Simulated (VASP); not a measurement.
# BiS in VASP: settings compared

Aim: see how the results for BiS move with the level of theory and the settings. Levels: revPBE, PBE, PBEsol. Tasks: single point, relaxation of cell and atoms.

All numbers are computed with VASP 6.6.1; they aren't measurements. Logs are shortened: lines on timing, memory, paths and dates and some standing lists are left out, and cuts for length are marked.

### Step 1. The cell of the first run

The structure is hexagonal, space group P6_3/mmc (No. 194). Conventional cell: a = 4.253 Å, b = 4.253 Å, c = 6.938 Å, α = 90.00°, β = 90.00°, γ = 120.00°. Bi (site symmetry -3m) has 6 S at 3.01 Å and 2 Bi at 3.47 Å within 4.0 Å. S (site symmetry -6m2) has 6 Bi at 3.01 Å within 4.0 Å.

### Step 2. Single point, revPBE

INCAR reads:

```
PREC = Accurate
ENCUT = 500
EDIFF = 1E-6
ISMEAR = 0
SIGMA = 0.05
LREAL = F
LASPH = T
NELM = 120
ALGO = Normal
ISIF = 2
LWAVE = F
LCHARG = F
GGA = RE
NBANDS = 29
GGA_COMPAT = F
```

KPOINTS reads:

```
regular mesh
0
Gamma
  10 10 6
```

POSCAR reads:

```
BiS
1.0
    4.2531522690      0.0000000000      0.0000000000
   -2.1265761345      3.6833379111      0.0000000000
    0.0000000000      0.0000000000      6.9376951447
Bi S
2 2
Direct
    0.0000000000      0.0000000000      0.0000000000
    0.0000000000      0.0000000000      0.5000000000
    0.3333333333      0.6666666667      0.2500000000
    0.6666666667      0.3333333333      0.7500000000
```

Potentials or basis: VASP PAW PBE potentials, release 64 (Bi_d, S).

The run is started by

```bash
cat potpaw_PBE.64/Bi_d/POTCAR potpaw_PBE.64/S/POTCAR > POTCAR
mpirun -np 1 vasp_std > vasp.out
```

OUTCAR:

```text
PREC = Accurate
   ENCUT = 500
   EDIFF = 1E-6
   ISMEAR = 0
   LREAL = F
   LASPH = T
   NELM = 120
   ISIF = 2
   GGA = RE

 ion  position               nearest neighbor table
   1  0.000  0.000  0.000-   3 3.01   4 3.01   3 3.01   4 3.01   4 3.01   3 3.01   2 3.47   2 3.47

   2  0.000  0.000  0.500-   3 3.01   4 3.01   3 3.01   4 3.01   4 3.01   3 3.01   1 3.47   1 3.47

   3  0.333  0.667  0.250-   1 3.01   2 3.01   1 3.01   2 3.01   1 3.01   2 3.01
   4  0.667  0.333  0.750-   1 3.01   2 3.01   1 3.01   2 3.01   1 3.01   2 3.01

  LATTYP: Found a hexagonal cell.
 ALAT       =     4.2531522690
 C/A-ratio  =     1.6311889878

  Lattice vectors:

 A1 = (   4.2531522690,   0.0000000000,   0.0000000000)
 A2 = (  -2.1265761345,   3.6833379111,   0.0000000000)
 A3 = (   0.0000000000,   0.0000000000,   6.9376951447)

Analysis of symmetry for initial positions (statically):
=====================================================================
 Subroutine PRICEL returns:
 Original cell was already a primitive cell.

 Routine SETGRP: Setting up the symmetry group for a
 hexagonal supercell.

 Subroutine GETGRP returns: Found 24 space group operations
 (whereof 12 operations were pure point group operations)
 out of a pool of 24 trial point group operations.

The static configuration has the point symmetry D_3d.
 The point group associated with its full space group is D_6h.

Analysis of symmetry for dynamics (positions and initial velocities):
=====================================================================
 Subroutine PRICEL returns:
 Original cell was already a primitive cell.

 Routine SETGRP: Setting up the symmetry group for a
 hexagonal supercell.

 Subroutine GETGRP returns: Found 24 space group operations
 (whereof 12 operations were pure point group operations)
 out of a pool of 24 trial point group operations.

The dynamic configuration has the point symmetry D_3d.
 The point group associated with its full space group is D_6h.

 Subroutine INISYM returns: Found 24 space group operations
 (whereof 12 operations are pure point group operations),
 and found     1 'primitive' translations

----------------------------------------------------------------------------------------

                                     Primitive cell

  volume of cell :     108.6845

  direct lattice vectors                    reciprocal lattice vectors
     4.253152269  0.000000000  0.000000000     0.235119727  0.135746438  0.000000000
    -2.126576135  3.683337911  0.000000000     0.000000000  0.271492875  0.000000000
     0.000000000  0.000000000  6.937695145     0.000000000  0.000000000  0.144140090

  length of vectors
     4.253152269  4.253152269  6.937695145     0.271492875  0.271492875  0.144140090

  position of ions in fractional coordinates (direct lattice)
     0.000000000  0.000000000  0.000000000
     0.000000000  0.000000000  0.500000000
     0.333333333  0.666666667  0.250000000
     0.666666667  0.333333333  0.750000000

  ion indices of the primitive-cell ions
   primitive index   ion index
                 1           1
                 2           2
                 3           3
                 4           4

----------------------------------------------------------------------------------------

 KPOINTS: regular mesh

Automatic generation of k-mesh.
 Grid dimensions read from file:
 generate k-points for:   10   10    6

 Generating k-lattice:

  Cartesian coordinates                     Fractional coordinates (reciprocal lattice)
     0.023511973  0.013574644  0.000000000     0.100000000  0.000000000  0.000000000
     0.000000000  0.027149288  0.000000000     0.000000000  0.100000000  0.000000000
     0.000000000  0.000000000  0.024023348     0.000000000  0.000000000  0.166666667

  Length of vectors
     0.027149288  0.027149288  0.024023348

  Shift w.r.t. Gamma in fractional coordinates (k-lattice)
     0.000000000  0.000000000  0.000000000

 Subroutine IBZKPT returns following result:
 ===========================================

 Found     56 irreducible k-points:

 Following reciprocal coordinates:
            Coordinates               Weight
  0.000000  0.000000  0.000000      1.000000
  0.100000  0.000000  0.000000      6.000000
  0.200000  0.000000  0.000000      6.000000
  0.300000  0.000000  0.000000      6.000000
  0.400000  0.000000  0.000000      6.000000
  0.500000  0.000000  0.000000      3.000000
[... 16 lines left out ...]
  0.300000  0.100000  0.166667     24.000000
  0.400000  0.100000  0.166667     24.000000
 [... further k-points ...]
   k-points           NKPTS =     56   k-points in BZ     NKDIM =     56   number of bands    NBANDS=     29
   number of dos      NEDOS =    301   number of ions     NIONS =      4
   total plane-waves  NPLWV =  55296
   dimension x,y,z NGX =    32 NGY =   32 NGZ =   54
   dimension x,y,z NGXF=    64 NGYF=   64 NGZF=  108
   ions per type =               2   2
   NGX,Y,Z   is equivalent  to a cutoff of  12.51, 12.51, 12.94 a.u.
   NGXF,Y,Z  is equivalent  to a cutoff of  25.02, 25.02, 25.88 a.u.
 SYSTEM =  unknown system
   PREC   = accura    normal or accurate (medium, high low for compatibility)
   ISTART =      0    job   : 0-new  1-cont  2-samecut
   ICHARG =      2    charge: 1-file 2-atom 10-const
   ISPIN  =      1    spin polarized calculation?
   LNONCOLLINEAR =      F non collinear calculations
   LSORBIT =      F    spin-orbit coupling
   LASPH  =      T    aspherical Exc in radial PAW
   ENCUT  =  500.0 eV  36.75 Ry    6.06 a.u.   7.75  7.75 12.65*2*pi/ulx,y,z
   NELM   =    120;   NELMIN=  2; NELMDL= -5     # of ELM steps
   EDIFF  = 0.1E-05   stopping-criterion for ELM
   LREAL  =      F    real-space projection
   EDIFFG = 0.1E-04   stopping-criterion for IOM
   NSW    =      0    number of steps for IOM
   IBRION =     -1    ionic relax: 0-MD 1-quasi-New 2-CG
   NFREE  =      0    steps in history (QN), initial steepest desc. (CG)
   ISIF   =      2    stress and relaxation
   ISYM   =      2    0-nonsym 1-usesym 2-fastsym
   POTIM  = 0.5000    time-step for ionic-motion
   TEBEG  =    0.0;   TEEND  =   0.0 temperature during run
   PSTRESS=    0.0 pullay stress
   NELECT =      42.0000    total number of electrons
   NUPDOWN=      -1.0000    fix difference up-down
   EMIN   =  10.00;   EMAX   =-10.00  energy-range for DOS
   EFERMI =   0.00;   METHOD = LEGACY
   ISMEAR =     0;   SIGMA  =   0.05  broadening in eV -4-tet -1-fermi 0-gaus
   EFERMI_NEDOS =   21; number of points for ismear=-14 and -15
   IALGO  =     38    algorithm
   IMIX   =      4    mixing-type and parameters
     AMIX     =   0.40;   BMIX     =  1.00
     AMIX_MAG =   1.60;   BMIX_MAG =  1.00
  volume/ion in A,a.u.               =      27.17       183.36
  Fermi-wavevector in a.u.,A,eV,Ry     =   1.192437  2.253379 19.346198  1.421905
  Thomas-Fermi vector in A             =   2.328475
   LORBIT       =      0    0 simple, 1 ext, 2 COOP (PROOUT), +10 PAW based schemes
   GGA     = RE    functional components
   LHFCALC =     F    Hartree Fock is set to
   AEXX    =    0.0000 exact exchange contribution
   IVDW    =     0    specifies the selected vdW correction
   LEPSILON=     F    determine dielectric tensor
   LRPA    =     F    only Hartree local field effects (RPA)
 non-spin polarized calculation
 Gauss-broadening in eV      SIGMA  =   0.05
  energy-cutoff  :      500.00
  volume of cell :      108.68
 maximum number of plane-waves:      2798
 NGX is ok and might be reduce to    32
   NGX = 15   NGY = 15   NGZ = 25

 number of electron      41.9999987 magnetization

 Free energy of the ion-electron system (eV)
  ---------------------------------------------------
  ext. energy  EPLUGINS =         0.00000000
  ---------------------------------------------------
  free energy    TOTEN  =       -14.89441757 eV

  energy without entropy =      -14.89154229  energy(sigma->0) =      -14.89297993

 E-fermi :   6.8520     XC(G=0):  -9.5830

 val. band max:        6.8374325766   @ k =   0.5000   0.0000   0.1667
 cond. band min:       6.8739331223   @ k =   0.1000   0.0000   0.5000
 fundamental gap:      0.0365005458
 Fermi energy:         6.8519797660

 k-point     1 :       0.0000    0.0000    0.0000
  band No.  band energies     occupation
      1     -17.0838      2.00000
      2     -17.0246      2.00000
      3     -17.0246      2.00000
      4     -17.0180      2.00000
      5     -17.0180      2.00000
      6     -17.0171      2.00000
[... 21 lines left out ...]
     28      12.5242      0.00000
     29      12.5242      0.00000

 k-point     2 :       0.1000    0.0000    0.0000
  band No.  band energies     occupation
      1     -17.0830      2.00000
      2     -17.0251      2.00000
      3     -17.0228      2.00000
      4     -17.0186      2.00000
      5     -17.0182      2.00000
      6     -17.0174      2.00000
[... 21 lines left out ...]
     28      11.6132      0.00000
     29      12.7132      0.00000

 k-point     3 :       0.2000    0.0000    0.0000
  band No.  band energies     occupation
      1     -17.0810      2.00000
      2     -17.0273      2.00000
      3     -17.0217      2.00000
      4     -17.0186      2.00000
      5     -17.0184      2.00000
      6     -17.0177      2.00000
[... 21 lines left out ...]
     28      12.2631      0.00000
     29      13.2588      0.00000

 k-point     4 :       0.3000    0.0000    0.0000
  band No.  band energies     occupation
      1     -17.0787      2.00000
      2     -17.0322      2.00000
      3     -17.0233      2.00000
      4     -17.0193      2.00000
      5     -17.0192      2.00000
      6     -17.0118      2.00000
[... 597 lines left out ...]
     28      13.1576      0.00000
     29      13.7911      0.00000

 k-point    23 :       0.3000    0.1000    0.1667
  band No.  band energies     occupation
      1     -17.0671      2.00000
      2     -17.0310      2.00000
      3     -17.0216      2.00000
      4     -17.0191      2.00000
      5     -17.0170      2.00000
      6     -17.0093      2.00000
[... 21 lines left out ...]
     28      13.2679      0.00000
     29      13.8223      0.00000

 k-point    24 :       0.4000    0.1000    0.1667
  band No.  band energies     occupation
      1     -17.0660      2.00000
      2     -17.0335      2.00000
      3     -17.0217      2.00000
      4     -17.0194      2.00000
      5     -17.0177      2.00000
      6     -17.0064      2.00000
[... 21 lines left out ...]
     28      13.2112      0.00000
     29      14.4630      0.00000

 [... further k-points ...]

------------------------ aborting loop because EDIFF is reached ----------------------------------------

  FORCE on cell =-STRESS in cart. coord.  units (eV):
  Direction    XX          YY          ZZ          XY          YZ          ZX
  --------------------------------------------------------------------------------------
  -------------------------------------------------------------------------------------
  Total        0.7370877      0.7370877      0.7372803      0.0000000     -0.0000000      0.0000000
  in kB       10.8658083     10.8658083     10.8686479      0.0000000     -0.0000000      0.0000000
  external PRESSURE =      10.8667549 kB  Pullay stress =       0.0000000 kB

 VOLUME and BASIS-vectors are now :
 -----------------------------------------------------------------------------
  energy-cutoff  :      500.00
  volume of cell :      108.68
      direct lattice vectors                 reciprocal lattice vectors
     4.253152269  0.000000000  0.000000000     0.235119727  0.135746438  0.000000000
    -2.126576135  3.683337911  0.000000000     0.000000000  0.271492875  0.000000000
     0.000000000  0.000000000  6.937695145     0.000000000  0.000000000  0.144140090

 POSITION                                       TOTAL-FORCE (eV/Angst)
 -----------------------------------------------------------------------------------
      0.00000      0.00000      0.00000        -0.000000      0.000000      0.000000
      0.00000      0.00000      3.46885         0.000000      0.000000      0.000000
     -0.00000      2.45556      1.73442         0.000000      0.000000     -0.000000
      2.12658      1.22778      5.20327        -0.000000     -0.000000      0.000000
 -----------------------------------------------------------------------------------
    total drift:                                0.000000     -0.000000      0.000000

  FREE ENERGIE OF THE ION-ELECTRON SYSTEM (eV)
  ---------------------------------------------------
  free  energy   TOTEN  =       -14.8944175684 eV

  energy  without entropy=      -14.8915422867  energy(sigma->0) =      -14.89297993
```

It took 3.6 min on 1 thread of Intel Xeon 8259CL, shared host; peak memory 0.3 GiB.

What came out:

```
Free energy            : -14.8944 eV
Pressure               : 1.1 GPa
Band gap on the k mesh : zero (bands 21 and 22 overlap by 1.99 eV)
```

Caveat: the PAW data sets were made with another functional, which shifts forces and pressure a little; spin-orbit coupling is left out, which moves the levels of the heavy elements.

### Step 3. Single point, PBE

INCAR reads:

```
PREC = Accurate ; ENCUT = 500
EDIFF = 1E-6 ; ISMEAR = 0
SIGMA = 0.05 ; LREAL = F
LASPH = T ; NELM = 120
ALGO = Normal ; ISIF = 2
LWAVE = F ; LCHARG = F
GGA = PE ; NBANDS = 29
GGA_COMPAT = F
```

KPOINTS reads:

```
Automatic mesh
0
Gamma
  10 10 6
```

POSCAR is that of step 2.

Potentials or basis: VASP PAW PBE potentials, release 64 (Bi_d, S).

The run is started by

```bash
cat potpaw_PBE.64/Bi_d/POTCAR potpaw_PBE.64/S/POTCAR > POTCAR
mpirun -np 1 vasp_std > vasp.out
```

Wall time 3.5 min (1 thread of Intel Xeon 8259CL, shared host); peak memory 0.3 GiB.

It converged, with:

* Free energy: -16.1614 eV
* Pressure: -0.1 GPa
* Band gap on the k mesh: zero (bands 21 and 22 overlap by 2.01 eV)

Levels at points of the mesh, in eV from the Fermi level:
```csv
k point,band 17,band 18,band 19,band 20,band 21,band 22,band 23,band 24,band 25,band 26
"(0.00, 0.00, 0.00)",-3.31,-2.97,-2.97,-2.35,-1.81,0.91,0.91,0.91,0.91,3.78
"(0.50, 0.00, 0.00)",-4.76,-2.98,-2.85,-2.43,-1.68,-0.31,1.37,1.95,3.04,3.61
"(0.00, 0.00, 0.50)",-3.27,-3.27,-3.19,-3.19,0.45,0.45,0.77,0.77,0.77,0.77
"(0.50, 0.00, 0.50)",-4.09,-4.09,-3.93,-3.93,0.66,0.66,1.35,1.35,1.51,1.51
```

Caveat: spin-orbit coupling is left out, which moves the levels of the heavy elements.

(Continued in part 2 of 3.)
